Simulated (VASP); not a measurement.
A run of VASP 6.6.1 is set up as follows.

INCAR

```
PREC = Accurate
ENCUT = 1000
EDIFF = 1E-6
ISMEAR = -1
SIGMA = 0.02
LREAL = Auto
LASPH = T
NELM = 120
ALGO = Normal
ISIF = 2
LWAVE = F
LCHARG = T
LELF = T
LVHAR = T
NBANDS = 47
GGA_COMPAT = F
```

KPOINTS

```
Automatic mesh
0
Gamma
  1 1 1
```

The input POSCAR:

```
H14CO7
1.0
    6.4239660000      0.0000000000      0.0000000000
    0.0000000000      6.4239660000      0.0000000000
    0.0000000000      0.0000000000      6.4239660000
O H C
7 14 1
Direct
    0.4451144355      0.5614755744      0.6449131269
    0.7903373088      0.4115993142      0.8006891693
    0.1295772736      0.2898676612      0.6264043116
    0.4094199751      0.4926551604      0.1132166640
    0.6735714355      0.7386247063      0.2617541874
    0.6486802701      0.1115821597      0.1188362454
    0.0813204802      0.7105112325      1.1079604095
    0.4926395937      0.6474349335      0.5258900810
    0.5861021058      0.5105880075      0.7004084393
    0.7377218373      0.3107114826      0.9045035419
    0.9122713290      0.3521344914      0.7261557736
    0.2627504566      0.3861944475      0.6403987817
    0.1461558171      0.2149450978      0.4974497063
    0.3773525576      0.3432614681      0.1454241819
    0.2804342364      0.5762328132      0.1460157168
    0.8166606112      0.7019495433      0.2113180549
    0.5747539760      0.6125343752      0.1987712886
    0.7097328971      0.1914393694      0.2294065691
    0.6337206642     -0.0389790357      0.1844187843
   -0.1209066175      0.7608228313      0.8746932969
    0.1679492077      0.7132042729      0.7998485671
    0.0471048570      0.7228711983      0.9232147244
```

Potentials or basis: VASP PAW LDA potentials, release 64 (O_h, H_h, C_h).

The run is started by

```console
$ cat potpaw_LDA.64/O_h/POTCAR potpaw_LDA.64/H_h/POTCAR potpaw_LDA.64/C_h/POTCAR > POTCAR
$ mpirun -np 1 vasp_gam > vasp.out
```

(1) Predict the largest force.

(2) Estimate the pressure.

Results:

(1) 2.498 eV/Å.

(2) -1.6 GPa.

Caveat: the k points lie up to 0.98 Å⁻¹ apart, too coarse for converged energies, forces and pressures.
